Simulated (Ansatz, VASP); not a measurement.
**Ge: VASP beside Ansatz**

File INCAR:

```
SYSTEM = Ge
PREC = Accurate
ENCUT = 520
EDIFF = 1E-6
ISMEAR = 0
SIGMA = 0.15
LREAL = .FALSE.
LASPH = .TRUE.
NELM = 60
ALGO = Normal
ISIF = 2
LWAVE = .FALSE.
LCHARG = .TRUE.
GGA = PE
LELF = .TRUE.
LVHAR = .TRUE.
NBANDS = 21
```

Contents of KPOINTS:

```
Automatic mesh
0
G
  14 14 14
  0 0 0
```

File POSCAR:

```
Ge
1.0
   -0.0864160431      2.8805347716      2.8517294239
    2.8805347716     -0.0864160431      2.8517294239
    2.7941187285      2.7941187285      0.0000000000
Ge
2
Direct
    0.5000000000      0.5000000000      0.5000000000
    0.7500000000      0.7500000000      0.7500000000
```

Input for Ansatz:

```yaml
crystal:
  lattice:
    - [-0.0864160431, 2.8805347716, 2.8517294239]
    - [2.8805347716, -0.0864160431, 2.8517294239]
    - [2.7941187285, 2.7941187285, 0.0]
  atoms:
    - { symbol: Ge, position: [0.5, 0.5, 0.5] }
    - { symbol: Ge, position: [0.75, 0.75, 0.75] }
basis:
  ecutwfc: 420
kpoints:
  mp_grid: { grid: [14, 14, 14] }
hamiltonian:
  xc: pbe
scf:
  occupations: { method: gaussian, width: 0.15 }
output:
  forces: true
  stress: true
  eigenvalues: true
```

Change from the starting cell: engineering shear strain xy -0.0600, normal strain along z -0.0100.

Alike in both runs: task single point; functional PBE; k mesh 14 × 14 × 14; occupations gaussian, width 0.15 eV; no spin polarisation.

|  | VASP | Ansatz |
| --- | --- | --- |
| version | VASP 6.6.1 | Ansatz 0.2.0 |
| potentials or method | VASP PAW PBE potentials, release 64 (Ge_d), cutoff 520 eV | scalar-relativistic, plane waves, PAW |
| valence electrons in the cell | 28 | 28 |

|  | VASP | Ansatz | Ansatz less VASP |
| --- | --- | --- | --- |
| gap on the k mesh at the Fermi level (eV) | none | none | - |
| pressure (GPa) | 1.0 | 1.0 | +0.04 |
| traceless stress, the component that is largest in VASP (GPa) | 4.46 | 4.47 | +0.010 |
| rms of the force components (eV/Å) | 0.272 | 0.273 | +0.0016 |

Atom by atom the forces differ by 0.002 eV/Å (rms over components). A gap of «none» marks a metal or a gap that the smearing closes.
